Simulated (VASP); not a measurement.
# Ni (Fm-3m) in VASP: notebook, part 2 of 2

VASP 6.6.1. Earlier steps stand in the parts before.

### 3 Single point, r2SCAN

POSCAR

```
Ni
1.0
    0.0000000000      1.7330608651      1.7330608651
    1.7330608651      0.0000000000      1.7330608651
    1.7330608651      1.7330608651      0.0000000000
Ni
1
Direct
    0.0000000000      0.0000000000      0.0000000000
```

INCAR.step1

```
SYSTEM = Ni
ALGO = Normal ; EDIFF = 1E-4
ENCUT = 520 ; GGA = PE
ISMEAR = 0 ; LASPH = .True.
LCHARG = .False. ; LREAL = .False.
LWAVE = .True. ; NBANDS = 11
NELM = 100 ; PREC = Accurate
SIGMA = 0.03
```

INCAR.step2

```
SYSTEM = Ni
ALGO = Normal ; EDIFF = 1E-7
ENCUT = 520 ; ISIF = 2
ISMEAR = 0 ; ISTART = 1
LASPH = .True. ; LCHARG = .False.
LMIXTAU = .True. ; LREAL = .False.
LWAVE = .False. ; METAGGA = R2SCAN
NBANDS = 11 ; NELM = 100
PREC = Accurate ; SIGMA = 0.03
```

KPOINTS

```
k-points
0
Gamma
  15 15 15
  0 0 0
```

Potentials or basis: VASP PAW PBE potentials, release 64 (Ni).

Launch:

```
> cat potpaw_PBE.64/Ni/POTCAR > POTCAR
> cp INCAR.step1 INCAR
> mpirun -np 1 vasp_std > vasp.out
> cp INCAR.step2 INCAR
> mpirun -np 1 vasp_std > vasp.out
```

Run time: 34 s. Hardware: 1 thread of Intel Xeon 6975P-C (Granite Rapids), shared host; peak memory 0.12 GiB.

It converged, with:

```yaml
Free_energy: -11.8302 eV
Pressure: -0.1 GPa
Band_gap_on_the_k_mesh: zero (bands 5 and 6 overlap by 1.12 eV)
```

Levels at points of the mesh, in eV from the Fermi level:
```
           k point  band 3  band 4  band 5  band 6  band 7  band 8
(0.00, 0.00, 0.00)   -1.97   -1.97   -0.86   -0.86   25.17   29.84
```

Caveat: the PAW data sets were made with another functional, which shifts forces and pressure a little; the run has no spin polarisation, though such a crystal can be magnetic. Spin polarisation is off, so any magnetic state and its effect on volume and gap are missing.

### 4 Single point, r2SCAN

POSCAR is that of step 3.

INCAR.step1

```
ALGO = Normal
EDIFF = 1E-4
ENCUT = 520
GGA = PE
ISMEAR = 0
LASPH = True
LCHARG = False
LREAL = False
LWAVE = True
NBANDS = 11
NELM = 80
PREC = Accurate
SIGMA = 0.1
```

INCAR.step2

```
ALGO = Normal
EDIFF = 1E-6
ENCUT = 520
ISIF = 2
ISMEAR = 0
ISTART = 1
LASPH = True
LCHARG = False
LMIXTAU = True
LREAL = False
LWAVE = False
METAGGA = R2SCAN
NBANDS = 11
NELM = 80
PREC = Accurate
SIGMA = 0.1
```

KPOINTS

```
k-points
0
Gamma
  15 15 15
```

Potentials or basis: VASP PAW PBE potentials, release 64 (Ni).

Launch:

```
> cat potpaw_PBE.64/Ni/POTCAR > POTCAR
> cp INCAR.step1 INCAR
> mpirun -np 1 vasp_std > vasp.out
> cp INCAR.step2 INCAR
> mpirun -np 1 vasp_std > vasp.out
```

OUTCAR:

```text
EDIFF = 1E-6
   ENCUT = 520
   ISIF = 2
   ISMEAR = 0
   ISTART = 1
   LASPH = True
   LREAL = False
   METAGGA = R2SCAN
   NELM = 80
   PREC = Accurate

 ion  position               nearest neighbor table
   1  0.000  0.000  0.000-

  LATTYP: Found a face centered cubic cell.
 ALAT       =     3.4661217302

  Lattice vectors:

 A1 = (   0.0000000000,   1.7330608651,   1.7330608651)
 A2 = (   1.7330608651,   0.0000000000,   1.7330608651)
 A3 = (   1.7330608651,   1.7330608651,   0.0000000000)

Analysis of symmetry for initial positions (statically):
[... 507 lines left out ...]
      6       8.9231      2.00000
      7      30.8654      0.00000
      8      33.7919      0.00000
      9      33.8989      0.00000
     10      36.4333      0.00000
     11      41.8505      0.00000

 [... further k-points ...]
[... 5 lines left out ...]
  --------------------------------------------------------------------------------------
  -------------------------------------------------------------------------------------
  Total        0.0036892      0.0036892      0.0036892      0.0000000     -0.0000000     -0.0000000
  in kB        0.5677610      0.5677610      0.5677610      0.0000000     -0.0000000     -0.0000000
  external PRESSURE =       0.5677610 kB  Pullay stress =       0.0000000 kB

 VOLUME and BASIS-vectors are now :
 -----------------------------------------------------------------------------
  energy-cutoff  :      520.00
  volume of cell :       10.41
      direct lattice vectors                 reciprocal lattice vectors
     0.000000000  1.733060865  1.733060865    -0.288506890  0.288506890  0.288506890
     1.733060865  0.000000000  1.733060865     0.288506890 -0.288506890  0.288506890
     1.733060865  1.733060865  0.000000000     0.288506890  0.288506890 -0.288506890

 POSITION                                       TOTAL-FORCE (eV/Angst)
 -----------------------------------------------------------------------------------
      0.00000      0.00000      0.00000        -0.000000     -0.000000     -0.000000
 -----------------------------------------------------------------------------------
    total drift:                                0.000000     -0.000000      0.000000

  FREE ENERGIE OF THE ION-ELECTRON SYSTEM (eV)
  ---------------------------------------------------
  free  energy   TOTEN  =       -11.8374294637 eV

  energy  without entropy=      -11.8216720640  energy(sigma->0) =      -11.82955076
```

OSZICAR.step1:

```text
N       E                     dE             d eps       ncg     rms          rms(c)
DAV:   1     0.280221031776E+02    0.28022E+02   -0.50116E+03  2736   0.126E+03
DAV:   2    -0.554670580042E+01   -0.33569E+02   -0.31816E+02  2724   0.171E+02
DAV:   3    -0.644839115557E+01   -0.90169E+00   -0.89492E+00  2897   0.323E+01
DAV:   4    -0.645542065026E+01   -0.70295E-02   -0.70276E-02  2992   0.258E+00
DAV:   5    -0.645556142512E+01   -0.14077E-03   -0.14077E-03  2943   0.350E-01    0.101E+01
DAV:   6    -0.572751211814E+01    0.72805E+00   -0.14230E+01  3215   0.534E+01    0.551E+00
DAV:   7    -0.543410095251E+01    0.29341E+00   -0.23590E+00  3165   0.203E+01    0.186E+00
DAV:   8    -0.541636429975E+01    0.17737E-01   -0.24400E-02  3775   0.152E+00    0.505E-01
DAV:   9    -0.541457742501E+01    0.17869E-02   -0.23577E-03  3908   0.345E-01    0.784E-02
DAV:  10    -0.541459382341E+01   -0.16398E-04   -0.17603E-05  1629   0.529E-02
   1 F= -.54145938E+01 E0= -.54060294E+01  d E =-.171289E-01
```

It took 31 s on 1 thread of Intel Xeon 6975P-C (Granite Rapids), shared host; peak memory 0.12 GiB.

What came out:

```yaml
Free_energy: -11.8374 eV
Pressure: 0.1 GPa
Band_gap_on_the_k_mesh: zero (bands 5 and 6 overlap by 1.12 eV)
```

Caveat: the PAW data sets were made with another functional, which shifts forces and pressure a little; the run has no spin polarisation, though such a crystal can be magnetic. Spin polarisation is off, so any magnetic state and its effect on volume and gap are missing.

### 5 Single point, r2SCAN

POSCAR is that of step 4.

INCAR.step1

```
PREC     = Accurate       # precision mode
ENCUT    = 520            # plane-wave cutoff, eV
ISMEAR   = 0              # smearing method
SIGMA    = 0.2            # smearing width, eV
LREAL    = False          # projectors in reciprocal space
LASPH    = True           # aspherical terms in the spheres
NELM     = 80             # most SCF steps
NBANDS   = 11             # bands
GGA      = PE             # functional
ALGO     = Normal         # electronic algorithm
EDIFF    = 1E-4           # SCF threshold, eV
LWAVE    = True           # write WAVECAR
LCHARG   = False          # write CHGCAR
```

INCAR.step2

```
PREC     = Accurate       # precision mode
ENCUT    = 520            # plane-wave cutoff, eV
EDIFF    = 1E-6           # SCF threshold, eV
ISMEAR   = 0              # smearing method
SIGMA    = 0.2            # smearing width, eV
LREAL    = False          # projectors in reciprocal space
LASPH    = True           # aspherical terms in the spheres
NELM     = 80             # most SCF steps
ALGO     = Normal         # electronic algorithm
ISIF     = 2              # what is computed and relaxed
LWAVE    = False          # write WAVECAR
LCHARG   = False          # write CHGCAR
METAGGA  = R2SCAN         # meta-GGA
LMIXTAU  = True         
NBANDS   = 11             # bands
ISTART   = 1
```

KPOINTS

```
Automatic mesh
0
Gamma
  15 15 15
```

Potentials or basis: VASP PAW PBE potentials, release 64 (Ni).

Launch:

```
> cat potpaw_PBE.64/Ni/POTCAR > POTCAR
> cp INCAR.step1 INCAR
> mpirun -np 1 vasp_std > vasp.out
> cp INCAR.step2 INCAR
> mpirun -np 1 vasp_std > vasp.out
```

OUTCAR:

```text
PREC = Accurate
   ENCUT = 520
   EDIFF = 1E-6
   ISMEAR = 0
   LREAL = False
   LASPH = True
   NELM = 80
   ISIF = 2
   METAGGA = R2SCAN
   ISTART = 1

 ion  position               nearest neighbor table
   1  0.000  0.000  0.000-

  LATTYP: Found a face centered cubic cell.
 ALAT       =     3.4661217302

  Lattice vectors:

 A1 = (   0.0000000000,   1.7330608651,   1.7330608651)
 A2 = (   1.7330608651,   0.0000000000,   1.7330608651)
 A3 = (   1.7330608651,   1.7330608651,   0.0000000000)

Analysis of symmetry for initial positions (statically):
[... 504 lines left out ...]
      3       7.9766      2.00000
      4       8.0294      2.00000
      5       8.3673      2.00000
      6       8.9275      2.00000
      7      30.8661      0.00000
      8      33.7928      0.00000
      9      33.8988      0.00000
     10      36.4331      0.00000
     11      41.8518      0.00000

 [... further k-points ...]
[... 5 lines left out ...]
  --------------------------------------------------------------------------------------
  -------------------------------------------------------------------------------------
  Total        0.0266626      0.0266626      0.0266626      0.0000000      0.0000000     -0.0000000
  in kB        4.1033745      4.1033745      4.1033745      0.0000000      0.0000000     -0.0000000
  external PRESSURE =       4.1033745 kB  Pullay stress =       0.0000000 kB

 VOLUME and BASIS-vectors are now :
 -----------------------------------------------------------------------------
  energy-cutoff  :      520.00
  volume of cell :       10.41
      direct lattice vectors                 reciprocal lattice vectors
     0.000000000  1.733060865  1.733060865    -0.288506890  0.288506890  0.288506890
     1.733060865  0.000000000  1.733060865     0.288506890 -0.288506890  0.288506890
     1.733060865  1.733060865  0.000000000     0.288506890  0.288506890 -0.288506890

 POSITION                                       TOTAL-FORCE (eV/Angst)
 -----------------------------------------------------------------------------------
      0.00000      0.00000      0.00000         0.000000     -0.000000      0.000000
 -----------------------------------------------------------------------------------
    total drift:                                0.000000     -0.000000     -0.000000

  FREE ENERGIE OF THE ION-ELECTRON SYSTEM (eV)
  ---------------------------------------------------
  free  energy   TOTEN  =       -11.8589655262 eV

  energy  without entropy=      -11.8054991652  energy(sigma->0) =      -11.83223235
```

Wall time 31 s (1 thread of Intel Xeon 6975P-C (Granite Rapids), shared host); peak memory 0.12 GiB.

Results:

* Free energy: -11.8590 eV
* Pressure: 0.4 GPa
* Band gap on the k mesh: zero (bands 5 and 6 overlap by 1.11 eV)

Caveat: the PAW data sets were made with another functional, which shifts forces and pressure a little; the run has no spin polarisation, though such a crystal can be magnetic.

### 6 Summary

| smearing | gap on the mesh (eV) | pressure (GPa) |
| --- | --- | --- |
| gaussian 0.01 eV | none | -0.1 |
| gaussian 0.03 eV | none | -0.1 |
| gaussian 0.1 eV | none | 0.1 |
| gaussian 0.2 eV | none | 0.4 |

Alike in all rows: task single point; level r2SCAN; potentials or basis VASP PAW PBE potentials, release 64 (Ni); no spin polarisation; cell as given; k mesh 15 × 15 × 15; cutoff (eV) 520.

Caveats: the PAW data sets were made with another functional, which shifts forces and pressure a little; the run has no spin polarisation, though such a crystal can be magnetic.

Total energies depend on the potentials used, so only differences within one code and one set of settings carry meaning.
